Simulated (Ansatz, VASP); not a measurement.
## NiO in VASP and in Ansatz

The input POSCAR:

```
NiO
1.0
    0.0000000000      2.0859016414      2.0859016414
    2.0859016414      0.0000000000      2.0859016414
    2.0859016414      2.0859016414      0.0000000000
Ni O
1 1
Direct
    0.0000000000      0.0000000000      0.0000000000
    0.5000000000      0.5000000000      0.5000000000
```

The input INCAR.step1:

```
PREC = Accurate
ENCUT = 600
ISMEAR = -1
SIGMA = 0.05
LREAL = False
LASPH = True
NELM = 150
ISPIN = 2
MAGMOM = 1 0
LMAXMIX = 4
GGA = PE
ALGO = Normal
EDIFF = 1E-4
LWAVE = True
LCHARG = False
```

INCAR.step2

```
PREC = Accurate
ENCUT = 600
EDIFF = 1E-7
ISMEAR = -1
SIGMA = 0.05
LREAL = False
LASPH = True
NELM = 150
ALGO = Normal
ISIF = 3
LWAVE = False
LCHARG = False
ISPIN = 2
MAGMOM = 1 0
LORBIT = 11
LMAXMIX = 4
METAGGA = R2SCAN
LMIXTAU = True
IVDW = 12
VDW_S6 = 1.0
VDW_S8 = 0.78981345
VDW_A1 = 0.49484001
VDW_A2 = 5.73083694
IBRION = 2
NSW = 60
EDIFFG = -0.01
ISTART = 1
```

KPOINTS

```
Automatic mesh
0
Gamma
  11 11 11
```

File input.yaml:

```yaml
crystal:
  lattice:
    - [0.0, 2.0859016414, 2.0859016414]
    - [2.0859016414, 0.0, 2.0859016414]
    - [2.0859016414, 2.0859016414, 0.0]
  atoms:
    - { symbol: Ni, position: [0.0, 0.0, 0.0], spin: 1.0 }
    - { symbol: O, position: [0.5, 0.5, 0.5] }
hamiltonian:
  xc: r2scan
  pseudopotentials: { kind: paw }
  dispersion: d3bj
magnetization:
  spin_polarized: true
kpoints:
  mp_grid: { grid: [11, 11, 11] }
scf:
  occupations: { method: fermi_dirac, width: 0.05 }
output:
  forces: true
  stress: true
relax:
  f_tol: 0.01
  max_steps: 40
  cell: { stress_tol: 0.05 }
```

Alike in both runs: task relaxation of cell and atoms; functional r2SCAN; dispersion D3(BJ); k mesh 11 × 11 × 11; occupations fermi-dirac, width 0.05 eV; collinear spin.

|  | VASP | Ansatz |
| --- | --- | --- |
| version | VASP 6.6.1 | Ansatz 0.2.0 |
| potentials or method | VASP PAW PBE potentials, release 64 (Ni, O) | Ansatz PAW |
| plane-wave cutoff (eV) | 600 | 500 |
| valence electrons in the cell | 16 | 24 |

```tsv
	VASP	Ansatz	Ansatz less VASP
net moment per atom (μB)	1.00	1.00	0.000
size of the moment on the site where the two differ most (μB)	1.69	1.67	-0.025
relaxed volume (Å³/atom)	9.11	9.12	+0.011
relaxed cell length with the largest relative difference (Å)	2.953	2.955	+0.0012
```

VASP's potentials were made for PBE, not for r2SCAN. Site moments also hang on the region over which each program counts them. VASP's potentials hold 16 valence electrons a cell and Ansatz's 24, so a difference there can come from the potentials and not from the codes.

Noted on Ansatz's run: the magnetic or orbital state may not be the lowest; odd divisions of the mesh miss points on the zone boundary, where band edges often lie, so the gap on the mesh can be too wide; the plane-wave basis is chosen anew once the cell has moved, so the energies of steps on either side of that aren't comparable.
